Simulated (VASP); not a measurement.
# SnTe (Fm-3m) in VASP: a series of runs

Runs on SnTe. Level: PBE. Tasks: single point.

All numbers are computed with VASP 6.6.1; they aren't measurements. Logs are shortened: lines on timing, memory, paths and dates and some standing lists are left out, and cuts for length are marked.

## 1. The cell of the first run

It takes space group Fm-3m (No. 225, cubic). Conventional cell: a = 6.302 Å, b = 6.302 Å, c = 6.302 Å, α = 90.00°, β = 90.00°, γ = 90.00°. Within 4.1 Å of Te (site symmetry m-3m) lie 6 Sn at 3.15 Å. Within 4.1 Å of Sn (site symmetry m-3m) lie 6 Te at 3.15 Å.

## 2. Single point, PBE

INCAR

```
  ALGO = Normal
  EDIFF = 1E-6
  ENCUT = 520
  GGA = PE
  ISIF = 2
  ISMEAR = 0
  LASPH = T
  LCHARG = F
  LREAL = F
  LWAVE = F
  NBANDS = 17
  NELM = 100
  PREC = Accurate
  SIGMA = 0.017
```

KPOINTS

```
k-points
0
Gamma
  7 7 7
```

POSCAR

```
SnTe
1.0
    0.0000000000      3.1508500000      3.1508500000
    3.1508500000      0.0000000000      3.1508500000
    3.1508500000      3.1508500000      0.0000000000
Te Sn
1 1
Direct
    0.5000000000      0.5000000000      0.5000000000
    0.0000000000      0.0000000000      0.0000000000
```

Potentials or basis: VASP PAW PBE potentials, release 64 (Te, Sn_d).

Launch:

```sh
cat potpaw_PBE.64/Te/POTCAR potpaw_PBE.64/Sn_d/POTCAR > POTCAR
mpirun -np 1 vasp_std > vasp.out
```

OUTCAR:

```text
EDIFF = 1E-6
   ENCUT = 520
   GGA = PE
   ISIF = 2
   ISMEAR = 0
   LASPH = T
   LREAL = F
   NELM = 100
   PREC = Accurate

 ion  position               nearest neighbor table
   1  0.500  0.500  0.500-   2 3.15   2 3.15   2 3.15   2 3.15   2 3.15   2 3.15
   2  0.000  0.000  0.000-   1 3.15   1 3.15   1 3.15   1 3.15   1 3.15   1 3.15

  LATTYP: Found a face centered cubic cell.
 ALAT       =     6.3017000000

  Lattice vectors:

 A1 = (   0.0000000000,   3.1508500000,   3.1508500000)
 A2 = (   3.1508500000,   0.0000000000,   3.1508500000)
 A3 = (   3.1508500000,   3.1508500000,   0.0000000000)

Analysis of symmetry for initial positions (statically):
[... 33 lines left out ...]
                                     Primitive cell

  volume of cell :      62.5624

  direct lattice vectors                    reciprocal lattice vectors
     0.000000000  3.150850000  3.150850000    -0.158687338  0.158687338  0.158687338
     3.150850000  0.000000000  3.150850000     0.158687338 -0.158687338  0.158687338
     3.150850000  3.150850000  0.000000000     0.158687338  0.158687338 -0.158687338

  length of vectors
     4.455974803  4.455974803  4.455974803     0.274854533  0.274854533  0.274854533

  position of ions in fractional coordinates (direct lattice)
     0.500000000  0.500000000  0.500000000
     0.000000000  0.000000000  0.000000000

  ion indices of the primitive-cell ions
   primitive index   ion index
                 1           1
                 2           2

----------------------------------------------------------------------------------------

 KPOINTS: k-points

Automatic generation of k-mesh.
 Grid dimensions read from file:
 generate k-points for:    7    7    7

 Generating k-lattice:

  Cartesian coordinates                     Fractional coordinates (reciprocal lattice)
    -0.022669620  0.022669620  0.022669620     0.142857143  0.000000000  0.000000000
     0.022669620 -0.022669620  0.022669620     0.000000000  0.142857143  0.000000000
     0.022669620  0.022669620 -0.022669620     0.000000000  0.000000000  0.142857143

  Length of vectors
     0.039264933  0.039264933  0.039264933

  Shift w.r.t. Gamma in fractional coordinates (k-lattice)
     0.000000000  0.000000000  0.000000000

 Subroutine IBZKPT returns following result:
 ===========================================

 Found     20 irreducible k-points:

 Following reciprocal coordinates:
            Coordinates               Weight
  0.000000  0.000000  0.000000      1.000000
  0.142857  0.000000  0.000000      8.000000
  0.285714  0.000000  0.000000      8.000000
  0.428571  0.000000  0.000000      8.000000
  0.142857  0.142857  0.000000      6.000000
  0.285714  0.142857  0.000000     24.000000
[... 12 lines left out ...]
 -0.428571  0.428571  0.142857     24.000000
 -0.285714  0.428571  0.142857     24.000000
   k-points           NKPTS =     20   k-points in BZ     NKDIM =     20   number of bands    NBANDS=     17
   number of dos      NEDOS =    301   number of ions     NIONS =      2
   total plane-waves  NPLWV =  46656
   dimension x,y,z NGX =    36 NGY =   36 NGZ =   36
   dimension x,y,z NGXF=    72 NGYF=   72 NGZF=   72
   ions per type =               1   1
   NGX,Y,Z   is equivalent  to a cutoff of  13.43, 13.43, 13.43 a.u.
   NGXF,Y,Z  is equivalent  to a cutoff of  26.86, 26.86, 26.86 a.u.
 SYSTEM =  unknown system
   PREC   = accura    normal or accurate (medium, high low for compatibility)
   ISTART =      0    job   : 0-new  1-cont  2-samecut
   ICHARG =      2    charge: 1-file 2-atom 10-const
   ISPIN  =      1    spin polarized calculation?
   LNONCOLLINEAR =      F non collinear calculations
   LSORBIT =      F    spin-orbit coupling
   LASPH  =      T    aspherical Exc in radial PAW
   ENCUT  =  520.0 eV  38.22 Ry    6.18 a.u.   8.29  8.29  8.29*2*pi/ulx,y,z
   NELM   =    100;   NELMIN=  2; NELMDL= -5     # of ELM steps
   EDIFF  = 0.1E-05   stopping-criterion for ELM
   LREAL  =      F    real-space projection
   EDIFFG = 0.1E-04   stopping-criterion for IOM
   NSW    =      0    number of steps for IOM
   IBRION =     -1    ionic relax: 0-MD 1-quasi-New 2-CG
   NFREE  =      0    steps in history (QN), initial steepest desc. (CG)
   ISIF   =      2    stress and relaxation
   ISYM   =      2    0-nonsym 1-usesym 2-fastsym
   POTIM  = 0.5000    time-step for ionic-motion
   TEBEG  =    0.0;   TEEND  =   0.0 temperature during run
   PSTRESS=    0.0 pullay stress
   NELECT =      20.0000    total number of electrons
   NUPDOWN=      -1.0000    fix difference up-down
   EMIN   =  10.00;   EMAX   =-10.00  energy-range for DOS
   EFERMI =   0.00;   METHOD = LEGACY
   ISMEAR =     0;   SIGMA  =   0.02  broadening in eV -4-tet -1-fermi 0-gaus
   EFERMI_NEDOS =   21; number of points for ismear=-14 and -15
   IALGO  =     38    algorithm
   IMIX   =      4    mixing-type and parameters
     AMIX     =   0.40;   BMIX     =  1.00
     AMIX_MAG =   1.60;   BMIX_MAG =  1.00
  volume/ion in A,a.u.               =      31.28       211.10
  Fermi-wavevector in a.u.,A,eV,Ry     =   1.119387  2.115336 17.048485  1.253028
  Thomas-Fermi vector in A             =   2.256026
   LORBIT       =      0    0 simple, 1 ext, 2 COOP (PROOUT), +10 PAW based schemes
   GGA     = PE    functional components
   LHFCALC =     F    Hartree Fock is set to
   AEXX    =    0.0000 exact exchange contribution
   IVDW    =     0    specifies the selected vdW correction
   LEPSILON=     F    determine dielectric tensor
   LRPA    =     F    only Hartree local field effects (RPA)
 non-spin polarized calculation
 Gauss-broadening in eV      SIGMA  =   0.02
  energy-cutoff  :      520.00
  volume of cell :       62.56
 maximum number of plane-waves:      1705
 NGX is ok and might be reduce to    36
   NGX = 17   NGY = 17   NGZ = 17

 number of electron      19.9999998 magnetization

 Free energy of the ion-electron system (eV)
  ---------------------------------------------------
  ext. energy  EPLUGINS =         0.00000000
  ---------------------------------------------------
  free energy    TOTEN  =        -7.54728174 eV

  energy without entropy =       -7.54728174  energy(sigma->0) =       -7.54728174

 E-fermi :   6.8153     XC(G=0):  -9.4968

 val. band max:        6.7137941675   @ k =   0.4286   0.0000   0.0000
 cond. band min:       7.3753859632   @ k =   0.4286   0.0000   0.0000
 fundamental gap:      0.6615917957
 Fermi energy:         6.8153477193

 k-point     1 :       0.0000    0.0000    0.0000
  band No.  band energies     occupation
      1     -14.9456      2.00000
      2     -14.9456      2.00000
      3     -14.9396      2.00000
      4     -14.9396      2.00000
      5     -14.9396      2.00000
      6      -5.8512      2.00000
[... 9 lines left out ...]
     16      11.7061      0.00000
     17      13.7762      0.00000

 k-point     2 :       0.1429    0.0000    0.0000
  band No.  band energies     occupation
      1     -14.9465      2.00000
      2     -14.9465      2.00000
      3     -14.9393      2.00000
      4     -14.9385      2.00000
      5     -14.9385      2.00000
      6      -5.6801      2.00000
[... 9 lines left out ...]
     16      12.1219      0.00000
     17      15.0138      0.00000

 k-point     3 :       0.2857    0.0000    0.0000
  band No.  band energies     occupation
      1     -14.9487      2.00000
      2     -14.9487      2.00000
      3     -14.9386      2.00000
      4     -14.9355      2.00000
      5     -14.9355      2.00000
      6      -5.2116      2.00000
[... 9 lines left out ...]
     16      13.2638      0.00000
     17      17.4094      0.00000

 k-point     4 :       0.4286    0.0000    0.0000
  band No.  band energies     occupation
      1     -14.9506      2.00000
      2     -14.9506      2.00000
      3     -14.9381      2.00000
      4     -14.9330      2.00000
      5     -14.9330      2.00000
      6      -4.6741      2.00000
[... 9 lines left out ...]
     16      15.0040      0.00000
     17      16.5079      0.00000

 k-point     5 :       0.1429    0.1429    0.0000
  band No.  band energies     occupation
      1     -14.9485      2.00000
      2     -14.9448      2.00000
      3     -14.9403      2.00000
      4     -14.9377      2.00000
      5     -14.9377      2.00000
      6      -5.6239      2.00000
[... 9 lines left out ...]
     16      12.7980      0.00000
     17      14.0407      0.00000

 k-point     6 :       0.2857    0.1429    0.0000
  band No.  band energies     occupation
      1     -14.9512      2.00000
      2     -14.9454      2.00000
      3     -14.9401      2.00000
      4     -14.9356      2.00000
      5     -14.9349      2.00000
      6      -5.2556      2.00000
[... 9 lines left out ...]
     16      13.9643      0.00000
     17      15.4998      0.00000
[... 201 lines left out ...]
 k-point    17 :       0.4286    0.2857    0.1429
  band No.  band energies     occupation
      1     -14.9539      2.00000
      2     -14.9457      2.00000
      3     -14.9397      2.00000
      4     -14.9334      2.00000
      5     -14.9333      2.00000
      6      -4.8494      2.00000
[... 9 lines left out ...]
     16      15.3087      0.00000
     17      16.1277      0.00000

 k-point    18 :      -0.4286    0.2857    0.1429
  band No.  band energies     occupation
      1     -14.9548      2.00000
      2     -14.9473      2.00000
      3     -14.9374      2.00000
      4     -14.9343      2.00000
      5     -14.9312      2.00000
      6      -4.4202      2.00000
[... 9 lines left out ...]
     16      15.7431      0.00000
     17      16.9560      0.00000

 k-point    19 :      -0.4286    0.4286    0.1429
  band No.  band energies     occupation
      1     -14.9593      2.00000
      2     -14.9438      2.00000
      3     -14.9406      2.00000
      4     -14.9318      2.00000
      5     -14.9294      2.00000
      6      -4.3038      2.00000
[... 9 lines left out ...]
     16      16.5737      0.00000
     17      17.5216      0.00000

 k-point    20 :      -0.2857    0.4286    0.1429
  band No.  band energies     occupation
      1     -14.9573      2.00000
      2     -14.9459      2.00000
      3     -14.9375      2.00000
      4     -14.9346      2.00000
      5     -14.9294      2.00000
      6      -4.2150      2.00000
[... 9 lines left out ...]
     16      16.7522      0.00000
     17      17.3797      0.00000

------------------------ aborting loop because EDIFF is reached ----------------------------------------

  FORCE on cell =-STRESS in cart. coord.  units (eV):
  Direction    XX          YY          ZZ          XY          YZ          ZX
  --------------------------------------------------------------------------------------
  -------------------------------------------------------------------------------------
  Total        0.8454496      0.8454496      0.8454496     -0.0000000      0.0000000      0.0000000
  in kB       21.6513563     21.6513563     21.6513563     -0.0000000      0.0000000      0.0000000
  external PRESSURE =      21.6513563 kB  Pullay stress =       0.0000000 kB

 VOLUME and BASIS-vectors are now :
 -----------------------------------------------------------------------------
  energy-cutoff  :      520.00
  volume of cell :       62.56
      direct lattice vectors                 reciprocal lattice vectors
     0.000000000  3.150850000  3.150850000    -0.158687338  0.158687338  0.158687338
     3.150850000  0.000000000  3.150850000     0.158687338 -0.158687338  0.158687338
     3.150850000  3.150850000  0.000000000     0.158687338  0.158687338 -0.158687338

 POSITION                                       TOTAL-FORCE (eV/Angst)
 -----------------------------------------------------------------------------------
      3.15085      3.15085      3.15085         0.000000      0.000000     -0.000000
      0.00000      0.00000      0.00000        -0.000000     -0.000000      0.000000
 -----------------------------------------------------------------------------------
    total drift:                               -0.000000      0.000000      0.000000

  FREE ENERGIE OF THE ION-ELECTRON SYSTEM (eV)
  ---------------------------------------------------
  free  energy   TOTEN  =        -7.5472817432 eV

  energy  without entropy=       -7.5472817432  energy(sigma->0) =       -7.54728174
```

It took 19 s on 1 thread of Intel Xeon Platinum 8488C (Sapphire Rapids), shared host; peak memory 0.2 GiB.

Results:

```
Free energy : -7.5473 eV
Pressure    : 2.2 GPa
```

Caveat: this odd mesh misses L, where the gap lies, so gap, dielectric constants and Born charges aren't listed; spin-orbit coupling is left out, which moves the levels of the heavy elements.

## 3. Single point, PBE

INCAR

```
SYSTEM = SnTe
  ALGO = Normal
  EDIFF = 1E-6
  ENCUT = 520
  GGA = PE
  ISIF = 2
  ISMEAR = 0
  LASPH = .True.
  LCHARG = .True.
  LELF = .True.
  LREAL = .False.
  LVHAR = .True.
  LWAVE = .False.
  NBANDS = 17
  NELM = 100
  PREC = Accurate
  SIGMA = 0.018000000000000002
```

KPOINTS

```
k-points
0
Gamma
  7 7 7
  0 0 0
```

POSCAR is that of step 2.

Potentials or basis: VASP PAW PBE potentials, release 64 (Te, Sn_d).

Launch:

```sh
cat potpaw_PBE.64/Te/POTCAR potpaw_PBE.64/Sn_d/POTCAR > POTCAR
mpirun -np 1 vasp_std > vasp.out
```

Wall time 19 s (1 thread of Intel Xeon Platinum 8488C (Sapphire Rapids), shared host); peak memory 0.21 GiB.

It converged, with:

```
Free energy : -7.5473 eV
Pressure    : 2.2 GPa
```

Levels at points of the mesh, in eV from the Fermi level:
| k point | band 8 | band 9 | band 10 | band 11 | band 12 | band 13 |
| --- | --- | --- | --- | --- | --- | --- |
| (0.00, 0.00, 0.00) | -2.01 | -2.01 | -2.01 | 3.49 | 3.49 | 3.49 |

Caveat: this odd mesh misses L, where the gap lies, so gap, dielectric constants and Born charges aren't listed; spin-orbit coupling is left out, which moves the levels of the heavy elements.

## 4. Single point, PBE

INCAR

```
ALGO     = Normal         # electronic algorithm
EDIFF    = 1E-6           # SCF threshold, eV
ENCUT    = 520            # plane-wave cutoff, eV
GGA      = PE             # functional
ISIF     = 2              # what is computed and relaxed
ISMEAR   = 0              # smearing method
LASPH    = True           # aspherical terms in the spheres
LCHARG   = True           # write CHGCAR
LELF     = True           # ELF
LREAL    = False          # projectors in reciprocal space
LVHAR    = True         
LWAVE    = False          # write WAVECAR
NBANDS   = 17             # bands
NELM     = 60             # most SCF steps
PREC     = Accurate       # precision mode
SIGMA    = 0.022          # smearing width, eV
```

KPOINTS

```
k-points
0
Gamma
  7 7 7
```

POSCAR is that of step 3.

Launch:

```sh
cat potpaw_PBE.64/Te/POTCAR potpaw_PBE.64/Sn_d/POTCAR > POTCAR
mpirun -np 1 vasp_std > vasp.out
```

Wall time 19 s (1 thread of Intel Xeon Platinum 8488C (Sapphire Rapids), shared host); peak memory 0.2 GiB.

Results (log left out):

- Free energy: -7.5473 eV
- Pressure: 2.2 GPa

Levels at points of the mesh, in eV from the Fermi level:
| k point | band 8 | band 9 | band 10 | band 11 | band 12 | band 13 |
| --- | --- | --- | --- | --- | --- | --- |
| (0.00, 0.00, 0.00) | -2.01 | -2.01 | -2.01 | 3.49 | 3.49 | 3.49 |

Caveat: this odd mesh misses L, where the gap lies, so gap, dielectric constants and Born charges aren't listed; spin-orbit coupling is left out, which moves the levels of the heavy elements.

## 5. Single point, PBE

INCAR

```
ALGO = Normal ; EDIFF = 1E-6
ENCUT = 520 ; GGA = PE
ISIF = 2 ; ISMEAR = 0
LASPH = T ; LCHARG = F
LREAL = F ; LWAVE = F
NBANDS = 17 ; NELM = 60
PREC = Accurate ; SIGMA = 0.024
```

KPOINTS is that of step 4.

POSCAR is that of step 4.

Launch:

```sh
cat potpaw_PBE.64/Te/POTCAR potpaw_PBE.64/Sn_d/POTCAR > POTCAR
mpirun -np 1 vasp_std > vasp.out
```

Run time: 16 s. Hardware: 1 thread of Intel Xeon Platinum 8488C (Sapphire Rapids), shared host; peak memory 0.21 GiB.

Results (log left out):

| Item | Value |
| --- | --- |
| Free energy | -7.5473 eV |
| Pressure | 2.2 GPa |

Levels at points of the mesh, in eV from the Fermi level:
| k point | band 6 | band 7 | band 8 | band 9 | band 10 | band 11 | band 12 | band 13 | band 14 | band 15 |
| --- | --- | --- | --- | --- | --- | --- | --- | --- | --- | --- |
| (0.00, 0.00, 0.00) | -12.67 | -4.54 | -2.01 | -2.01 | -2.01 | 3.49 | 3.49 | 3.49 | 4.89 | 4.89 |

Caveat: this odd mesh misses L, where the gap lies, so gap, dielectric constants and Born charges aren't listed; spin-orbit coupling is left out, which moves the levels of the heavy elements.

## 6. The runs side by side

| smearing | pressure (GPa) |
| --- | --- |
| gaussian 0.017 eV | 2.2 |
| gaussian 0.018 eV | 2.2 |
| gaussian 0.022 eV | 2.2 |
| gaussian 0.024 eV | 2.2 |

Alike in all rows: task single point; level PBE; potentials or basis VASP PAW PBE potentials, release 64 (Te, Sn_d); no spin polarisation; cell as given; k mesh 7 × 7 × 7; cutoff (eV) 520.

Caveats: spin-orbit coupling is left out, which moves the levels of the heavy elements.

Total energies depend on the potentials used, so only differences within one code and one set of settings carry meaning.
